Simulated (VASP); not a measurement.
Set up this calculation in VASP 6.6.1, as the native input.

```
Task                   : single point
Functional             : r2SCAN
Dispersion             : rVV10
Potentials or basis    : VASP PAW PBE potentials, release 64 (Pb_d, Te)
Cutoff                 : 550 eV
k mesh                 : 6 × 6 × 6
Occupations            : gaussian, width 0.05 eV
Spin                   : no spin polarisation
Dipole correction      : no
Further INCAR settings : ALGO = Normal; EDIFF = 1e-06; NBANDS = 17
```

Crystal: TePb.

```
CELL_PARAMETERS angstrom
0.00000 3.22372 3.22372
3.22372 0.00000 3.22372
3.22372 3.22372 0.00000
ATOMIC_POSITIONS crystal
Pb 0.50000 0.50000 0.50000
Te 0.00000 0.00000 0.00000
```

This cell differs from its parent crystal: volume scaled by 0.98.

The input as run:

POSCAR

```
TePb
1.0
    0.0000000000      3.2237231708      3.2237231708
    3.2237231708      0.0000000000      3.2237231708
    3.2237231708      3.2237231708      0.0000000000
Pb Te
1 1
Direct
    0.5000000000      0.5000000000      0.5000000000
    0.0000000000      0.0000000000      0.0000000000
```

INCAR.step1

```
PREC = Accurate
ENCUT = 550
ISMEAR = 0
SIGMA = 0.05
LREAL = False
LASPH = True
NELM = 120
NBANDS = 17
GGA = PE
ALGO = Normal
EDIFF = 1E-5
LWAVE = True
LCHARG = False
GGA_COMPAT = False
```

INCAR.step2

```
PREC = Accurate
ENCUT = 550
EDIFF = 1E-6
ISMEAR = 0
SIGMA = 0.05
LREAL = False
LASPH = True
NELM = 120
ALGO = Normal
ISIF = 2
LWAVE = False
LCHARG = True
METAGGA = R2SCAN
LMIXTAU = True
LUSE_VDW = True
IVDW_NL = 2
BPARAM = 11.95
CPARAM = 0.0093
LELF = True
LVHAR = True
NBANDS = 17
ISTART = 1
GGA_COMPAT = False
```

KPOINTS

```
regular mesh
0
Gamma
  6 6 6
```

Potentials or basis: VASP PAW PBE potentials, release 64 (Pb_d, Te).

Launch:

```sh
$ cat potpaw_PBE.64/Pb_d/POTCAR potpaw_PBE.64/Te/POTCAR > POTCAR
$ cp INCAR.step1 INCAR
$ mpirun -np 1 vasp_std > vasp.out
$ cp INCAR.step2 INCAR
$ mpirun -np 1 vasp_std > vasp.out
```

It gave:

```yaml
Pressure: 1.1 GPa
Band_gap_on_the_k_mesh: 0.97 eV, direct
```

Caveat: the PAW data sets were made with another functional, which shifts forces and pressure a little; spin-orbit coupling is left out, which moves the levels of the heavy elements.

Run time: 98 s on 1 thread of Intel(R) Xeon(R) Platinum 8559C (Emerald Rapids), on a shared host, peak memory 0.4 GiB.
